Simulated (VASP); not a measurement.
# SnSe2 (P-3m1) in VASP: a series of runs

The runs below take SnSe2 through single point, with PBE+D3(BJ).

All numbers are computed with VASP 6.6.1; they aren't measurements. Logs are shortened: lines on timing, memory, paths and dates and some standing lists are left out, and cuts for length are marked.

**1. The cell of the first run**

It takes space group P-3m1 (No. 164, trigonal). The conventional cell has a = 3.648 Å, b = 3.648 Å, c = 6.010 Å, α = 90.00°, β = 90.00°, γ = 120.00°. Within 3.5 Å of Sn (site symmetry -3m) lie 6 Se at 2.64 Å. Se (site symmetry 3m) has 3 Sn at 2.64 Å within 3.5 Å.

**2. Single point, PBE+D3(BJ)**

File INCAR:

```
SYSTEM = SnSe2
ALGO = Normal
EDIFF = 1E-6
ENCUT = 500
GGA = PE
GGA_COMPAT = .FALSE.
ISIF = 2
ISMEAR = 0
IVDW = 12
LASPH = .TRUE.
LCHARG = .TRUE.
LELF = .TRUE.
LREAL = .FALSE.
LVHAR = .TRUE.
LWAVE = .FALSE.
NBANDS = 20
NELM = 120
PREC = Accurate
SIGMA = 0.03
```

File KPOINTS:

```
k-points
0
G
  12 12 6
  0 0 0
```

File POSCAR:

```
SnSe2
1.0
    3.6480000000      0.0000000000      0.0000000000
   -1.8240000000      3.1592606730      0.0000000000
    0.0000000000      0.0000000000      6.0099097605
Sn Se
1 2
Direct
    0.0000000000      0.0000000000      0.0000000000
    0.3333333333      0.6666666667      0.2651331237
    0.6666666667      0.3333333333      0.7348668763
```

Potentials or basis: VASP PAW PBE potentials, release 64 (Sn_d, Se).

On the command line:

```sh
cat potpaw_PBE.64/Sn_d/POTCAR potpaw_PBE.64/Se/POTCAR > POTCAR
mpirun -np 1 vasp_std > vasp.out
```

OUTCAR:

```text
SYSTEM = SnSe2
   EDIFF = 1E-6
   ENCUT = 500
   GGA = PE
   ISIF = 2
   ISMEAR = 0
   IVDW = 12
   LASPH = .TRUE.
   LREAL = .FALSE.
   NELM = 120
   PREC = Accurate
 IVDW          = 12

 ion  position               nearest neighbor table
   1  0.000  0.000  0.000-   2 2.64   3 2.64   2 2.64   3 2.64   3 2.64   2 2.64
   2  0.333  0.667  0.265-   1 2.64   1 2.64   1 2.64
   3  0.667  0.333  0.735-   1 2.64   1 2.64   1 2.64

  LATTYP: Found a hexagonal cell.
 ALAT       =     3.6480000000
 C/A-ratio  =     1.6474533335

  Lattice vectors:

 A1 = (   3.6480000000,   0.0000000000,   0.0000000000)
 A2 = (  -1.8240000000,   3.1592606730,   0.0000000000)
 A3 = (   0.0000000000,   0.0000000000,   6.0099097605)

Analysis of symmetry for initial positions (statically):
=====================================================================
 Subroutine PRICEL returns:
 Original cell was already a primitive cell.

 Routine SETGRP: Setting up the symmetry group for a
 hexagonal supercell.

 Subroutine GETGRP returns: Found 12 space group operations
 (whereof 12 operations were pure point group operations)
 out of a pool of 24 trial point group operations.

The static configuration has the point symmetry D_3d.

Analysis of symmetry for dynamics (positions and initial velocities):
=====================================================================
 Subroutine PRICEL returns:
 Original cell was already a primitive cell.

 Routine SETGRP: Setting up the symmetry group for a
 hexagonal supercell.

 Subroutine GETGRP returns: Found 12 space group operations
 (whereof 12 operations were pure point group operations)
 out of a pool of 24 trial point group operations.

The dynamic configuration has the point symmetry D_3d.

 Subroutine INISYM returns: Found 12 space group operations
 (whereof 12 operations are pure point group operations),
 and found     1 'primitive' translations

----------------------------------------------------------------------------------------

                                     Primitive cell

  volume of cell :      69.2641

  direct lattice vectors                    reciprocal lattice vectors
     3.648000000  0.000000000  0.000000000     0.274122807  0.158264876  0.000000000
    -1.824000000  3.159260673  0.000000000     0.000000000  0.316529753  0.000000000
     0.000000000  0.000000000  6.009909761     0.000000000  0.000000000  0.166391849

  length of vectors
     3.648000000  3.648000000  6.009909761     0.316529753  0.316529753  0.166391849

[... 82 lines left out ...]
   EDIFF  = 0.1E-05   stopping-criterion for ELM
   LREAL  =      F    real-space projection
   EDIFFG = 0.1E-04   stopping-criterion for IOM
   NSW    =      0    number of steps for IOM
   IBRION =     -1    ionic relax: 0-MD 1-quasi-New 2-CG
   NFREE  =      0    steps in history (QN), initial steepest desc. (CG)
   ISIF   =      2    stress and relaxation
   ISYM   =      2    0-nonsym 1-usesym 2-fastsym
   POTIM  = 0.5000    time-step for ionic-motion
   TEBEG  =    0.0;   TEEND  =   0.0 temperature during run
   PSTRESS=    0.0 pullay stress
   NELECT =      26.0000    total number of electrons
   NUPDOWN=      -1.0000    fix difference up-down
   EMIN   =  10.00;   EMAX   =-10.00  energy-range for DOS
   EFERMI =   0.00;   METHOD = LEGACY
   ISMEAR =     0;   SIGMA  =   0.03  broadening in eV -4-tet -1-fermi 0-gaus
   EFERMI_NEDOS =   21; number of points for ismear=-14 and -15
   IALGO  =     38    algorithm
   IMIX   =      4    mixing-type and parameters
     AMIX     =   0.40;   BMIX     =  1.00
     AMIX_MAG =   1.60;   BMIX_MAG =  1.00
  volume/ion in A,a.u.               =      23.09       155.81
  Fermi-wavevector in a.u.,A,eV,Ry     =   1.180946  2.231663 18.975125  1.394632
  Thomas-Fermi vector in A             =   2.317228
   LORBIT       =      0    0 simple, 1 ext, 2 COOP (PROOUT), +10 PAW based schemes
   GGA     = PE    functional components
   LHFCALC =     F    Hartree Fock is set to
   AEXX    =    0.0000 exact exchange contribution
   IVDW    =    12    specifies the selected vdW correction
   LEPSILON=     F    determine dielectric tensor
   LRPA    =     F    only Hartree local field effects (RPA)
 non-spin polarized calculation
 Gauss-broadening in eV      SIGMA  =   0.03
  energy-cutoff  :      500.00
  volume of cell :       69.26
 maximum number of plane-waves:      1786
 NGX is ok and might be reduce to    28
   NGX = 13   NGY = 13   NGZ = 21

 number of electron      26.0000010 magnetization

 Free energy of the ion-electron system (eV)
  ---------------------------------------------------
  ext. energy  EPLUGINS =         0.00000000
  ---------------------------------------------------
  free energy    TOTEN  =       -11.47091842 eV

  energy without entropy =      -11.47091842  energy(sigma->0) =      -11.47091842

 E-fermi :   5.7095     XC(G=0): -10.0360

 val. band max:        5.5519169265   @ k =   0.1667   0.0000   0.1667
 cond. band min:       6.0228423374   @ k =   0.0000   0.4167   0.3333
 fundamental gap:      0.4709254109
 Fermi energy:         5.7094552127

 k-point     1 :       0.0000    0.0000    0.0000
  band No.  band energies     occupation
      1     -15.9544      2.00000
      2     -15.9544      2.00000
      3     -15.8942      2.00000
      4     -15.8756      2.00000
      5     -15.8756      2.00000
      6      -9.1570      2.00000
[... 541 lines left out ...]
     19      13.4073      0.00000
     20      14.5965      0.00000

 [... further k-points ...]

------------------------ aborting loop because EDIFF is reached ----------------------------------------

 Edisp (eV)   -1.21198

 E8    (eV) :    -0.5297

  FORCE on cell =-STRESS in cart. coord.  units (eV):
  Direction    XX          YY          ZZ          XY          YZ          ZX
  --------------------------------------------------------------------------------------
  -------------------------------------------------------------------------------------
  Total       4.35167     4.35167     2.73463     0.00000     0.00000     0.00000
  in kB     100.66033   100.66033    63.25599     0.00000     0.00000     0.00000
  external pressure =       88.19 kB  Pullay stress =        0.00 kB

 VOLUME and BASIS-vectors are now :
 -----------------------------------------------------------------------------
  energy-cutoff  :      500.00
  volume of cell :       69.26
      direct lattice vectors                 reciprocal lattice vectors
     3.648000000  0.000000000  0.000000000     0.274122807  0.158264876  0.000000000
    -1.824000000  3.159260673  0.000000000     0.000000000  0.316529753  0.000000000
     0.000000000  0.000000000  6.009909761     0.000000000  0.000000000  0.166391849

 POSITION                                       TOTAL-FORCE (eV/Angst)
 -----------------------------------------------------------------------------------
      0.00000      0.00000      0.00000        -0.000000      0.000000      0.000000
     -0.00000      2.10617      1.59343         0.000000      0.000000      0.660871
      1.82400      1.05309      4.41648        -0.000000     -0.000000     -0.660871
 -----------------------------------------------------------------------------------
    total drift:                               -0.000000      0.000000      0.000000

  FREE ENERGIE OF THE ION-ELECTRON SYSTEM (eV)
  ---------------------------------------------------
  free  energy   TOTEN  =       -12.6829013493 eV

  energy  without entropy=      -12.6829013493  energy(sigma->0) =      -12.68290135
```

OSZICAR:

```text
N       E                     dE             d eps       ncg     rms          rms(c)
DAV:   1     0.205037954796E+03    0.20504E+03   -0.12084E+04  4120   0.150E+03
DAV:   2     0.111809792928E+02   -0.19386E+03   -0.18619E+03  4280   0.393E+02
DAV:   3    -0.109722520328E+02   -0.22153E+02   -0.21747E+02  4856   0.113E+02
DAV:   4    -0.117077318821E+02   -0.73548E+00   -0.73431E+00  4728   0.216E+01
DAV:   5    -0.117252476999E+02   -0.17516E-01   -0.17514E-01  5496   0.348E+00    0.576E+00
DAV:   6    -0.114969729858E+02    0.22827E+00   -0.42341E-01  6128   0.725E+00    0.369E+00
DAV:   7    -0.114707830655E+02    0.26190E-01   -0.16548E-01  4920   0.276E+00    0.959E-01
DAV:   8    -0.114705899267E+02    0.19314E-03   -0.12673E-02  5084   0.110E+00    0.316E-01
DAV:   9    -0.114709003877E+02   -0.31046E-03   -0.16535E-03  4520   0.270E-01    0.898E-02
DAV:  10    -0.114708942491E+02    0.61386E-05   -0.11516E-04  5068   0.801E-02    0.325E-02
DAV:  11    -0.114709174509E+02   -0.23202E-04   -0.43768E-05  4444   0.469E-02    0.864E-03
DAV:  12    -0.114709184180E+02   -0.96710E-06   -0.13126E-06  3864   0.121E-02
   1 F= -.12682901E+02 E0= -.12682901E+02  d E =-.125079E-15
```

stdout:

```text
POSCAR found type information on POSCAR SnSe
 POSCAR found :  2 types and       3 ions
 scaLAPACK will be used
 LDA part: xc-table for (Slater+PW92), standard interpolation
 POSCAR, INCAR and KPOINTS ok, starting setup
 FFT: planning ... GRIDC
 FFT: planning ... GRID_SOFT
 FFT: planning ... GRID
 WAVECAR not read
 entering main loop
```

It took 1.7 min on 1 thread of Intel Xeon Platinum 8488C (Sapphire Rapids), shared host; peak memory 0.28 GiB.

Results:

```yaml
Free_energy: -12.6829 eV
Pressure: 8.8 GPa
Largest_force: 0.661 eV/Å
Band_gap_on_the_k_mesh: 0.47 eV, indirect (least direct gap 1.25 eV)
Dispersion_energy_per_atom: -0.404 eV
```

Forces on the atoms (eV/Å):
```
Sn   0.000  0.000  0.000
Se   0.000  0.000  0.661
Se   0.000  0.000 -0.661
```

Stress tensor (GPa, compression positive):
```
10.07  0.00  0.00
 0.00 10.07  0.00
 0.00  0.00  6.33
```

Caveat: spin-orbit coupling is left out, which moves the levels of the heavy elements. A k mesh can miss the band edges.

(Continued in part 2 of 2.)
